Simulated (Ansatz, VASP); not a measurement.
One calculation of Co, two programs

File INCAR:

```
PREC     = Accurate       # precision mode
ENCUT    = 520            # plane-wave cutoff, eV
EDIFF    = 1E-6           # SCF threshold, eV
ISMEAR   = -1             # smearing method
SIGMA    = 0.05           # smearing width, eV
LREAL    = F              # projectors in reciprocal space
LASPH    = T              # aspherical terms in the spheres
NELM     = 150            # most SCF steps
ALGO     = Normal         # electronic algorithm
ISIF     = 2              # what is computed and relaxed
LWAVE    = F              # write WAVECAR
LCHARG   = F              # write CHGCAR
ISPIN    = 2              # spin polarisation
MAGMOM   = 1.714          # initial moments
LORBIT   = 11             # projections on sites
LMAXMIX  = 4              # l up to which the mixer works
GGA      = B5             # functional
ALDAX    = 1.0          
AGGAX    = 1.0          
AGGAC    = 1.0          
ALDAC    = 0.0          
NBANDS   = 14             # bands
```

The input KPOINTS:

```
regular mesh
0
Gamma
  17 17 17
```

File POSCAR:

```
Co
1.0
    0.0000000000      1.7122382704      1.7122382704
    1.7122382704      0.0000000000      1.7122382704
    1.7122382704      1.7122382704      0.0000000000
Co
1
Direct
    0.0000000000      0.0000000000      0.0000000000
```

Input for Ansatz:

```yaml
crystal:
  lattice:
    - [0.0, 1.7122382704, 1.7122382704]
    - [1.7122382704, 0.0, 1.7122382704]
    - [1.7122382704, 1.7122382704, 0.0]
  atoms:
    - { symbol: Co, position: [0.0, 0.0, 0.0], spin: 1.714 }
hamiltonian:
  xc: blyp
  pseudopotentials:
    kind: paw
    azcp:
      Co: "pseudopotentials/Co.paw.azcp"
basis:
  ecutwfc: 420
  fft_grid_basis: typed
kpoints:
  mp_grid: { grid: [17, 17, 17], shift: [0, 0, 0] }
magnetization:
  spin_polarized: true
scf:
  occupations: { method: fermi_dirac, width: 0.05 }
  lower_state_search: "off"
output:
  stress: true
  write_density: true
  write_potential: true
  elf: true
  volumetric_format: npy
```

Alike in both runs: task single point; functional BLYP; k mesh 17 × 17 × 17; occupations fermi-dirac, width 0.05 eV; collinear spin.

```csv
,VASP,Ansatz
version,VASP 6.6.1,Ansatz 0.2.0
potentials or method,"VASP PAW PBE potentials, release 64 (Co), cutoff 520 eV","plane waves (420 eV) with PAW, scalar-relativistic"
valence electrons in the cell,9,17
```

Ansatz gave:

- net moment per atom (μB): 1.53
- size of the moment on the site where the two differ most (μB): 1.59

Question: What did VASP give for the same quantities?

Answer: net moment per atom (μB): 1.52; size of the moment on the site where the two differ most (μB): 1.52.

VASP's potentials were made for PBE, not for BLYP. Site moments also hang on the region over which each program counts them. VASP's potentials hold 9 valence electrons a cell and Ansatz's 17, so a difference there can come from the potentials and not from the codes.
